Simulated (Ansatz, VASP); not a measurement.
**Two plane-wave programs on Ga2O3**

```
CELL_PARAMETERS angstrom
2.56703 1.48207 4.61506
-2.56703 1.48207 4.61506
0.00000 -2.96415 4.61506
ATOMIC_POSITIONS crystal
Ga 0.85549 0.85549 0.85549
Ga 0.35549 0.35549 0.35549
Ga 0.14451 0.14451 0.14451
Ga 0.64451 0.64451 0.64451
O 0.44649 0.05351 0.75000
O 0.05351 0.75000 0.44649
O 0.55351 0.94649 0.25000
O 0.25000 0.55351 0.94649
O 0.94649 0.25000 0.55351
O 0.75000 0.44649 0.05351
```

Change from the starting cell: hydrostatic strain +3.0%.

Alike in both runs: task single point; functional PBE; k mesh 6 × 6 × 6; occupations fermi-dirac, width 0.02 eV; no spin polarisation.

|  | VASP | Ansatz |
| --- | --- | --- |
| version | VASP 6.6.1 | Ansatz 0.2.0 |
| potentials or method | VASP PAW PBE potentials, release 64 (Ga_d, O) | plane waves, PAW |
| plane-wave cutoff (eV) | 520 | 420 |
| valence electrons in the cell | 88 | 88 |

|  | VASP | Ansatz | Ansatz less VASP |
| --- | --- | --- | --- |
| gap on the k mesh at the Fermi level (eV) | 1.93 | 1.94 | +0.010 |
| pressure (GPa) | -7.4 | -8.3 | -0.90 |
| traceless stress, the component that is largest in VASP (GPa) | 0.54 | 0.63 | +0.091 |
| rms of the force components (eV/Å) | 0.020 | 0.017 | -0.0025 |

Atom by atom the forces differ by 0.003 eV/Å (rms over components). The functional is the same, so the differences come from potentials, cutoffs and numerics.
